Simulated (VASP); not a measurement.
# NaI: single point with HSE06

The system is NaI.

```
CELL_PARAMETERS angstrom
0.00000 3.63390 3.37271
3.63390 0.00000 3.37271
3.63390 3.63390 0.00000
ATOMIC_POSITIONS crystal
Na 0.00000 0.00000 0.00000
I 0.25000 0.25000 0.25000
```

This cell differs from its parent crystal: epitaxial xy strain +2.6%.

| Property | Result |
| --- | --- |
| Program | VASP 6.6.1 |
| Task | single point |
| Functional | HSE06 |
| Potentials or basis | VASP PAW PBE potentials, release 64 (Na_pv, I) |
| Cutoff | 520 eV |
| k mesh | 4 × 4 × 4 |
| Occupations | gaussian, width 0.01 eV |
| Spin | no spin polarisation |
| Dipole correction | no |
| Grid for exact exchange (PRECFOCK) | Normal |
| Further INCAR settings | ALGO = Normal; EDIFF = 1e-06; NBANDS = 14 |
| Share of exact exchange | 0.25 |
| Screening parameter | 0.2079 1/Å |

- Pressure: 0.1 GPa
- Band gap on the k mesh: 4.74 eV

Stress tensor (GPa, compression positive):
```
0.12 0.00 0.00
0.00 0.12 0.00
0.00 0.00 0.20
```

Levels at points of the mesh, in eV from the valence-band top:
| k point | band 3 | band 4 | band 5 | band 6 | band 7 | band 8 | band 9 | band 10 | band 11 | band 12 |
| --- | --- | --- | --- | --- | --- | --- | --- | --- | --- | --- |
| (0.00, 0.00, 0.00) | -24.46 | -11.36 | -0.07 | -0.07 | 0.00 | 4.74 | 8.93 | 8.93 | 9.07 | 10.37 |
| (0.50, 0.00, 0.00) | -24.46 | -11.22 | -1.33 | -0.27 | -0.11 | 6.37 | 8.45 | 8.69 | 8.98 | 11.58 |
| (0.50, 0.50, 0.00) | -24.46 | -11.15 | -1.16 | -0.58 | -0.58 | 6.07 | 6.99 | 10.51 | 11.40 | 11.40 |
| (0.50, 0.00, 0.50) | -24.46 | -11.18 | -1.28 | -0.44 | -0.39 | 6.08 | 7.30 | 9.92 | 11.23 | 12.08 |

It took 20 min on 1 thread of Oxide Virtual Turin-like Processor, with other jobs on the host, peak memory 0.32 GiB.

Caveat: the cell differs from its parent crystal (epitaxial xy strain +2.6%); the structure was generated, so it needn't be the stable form of NaI; the PAW data sets were made with another functional, which shifts forces and pressure a little; spin-orbit coupling is left out, which moves the levels of the heavy elements.
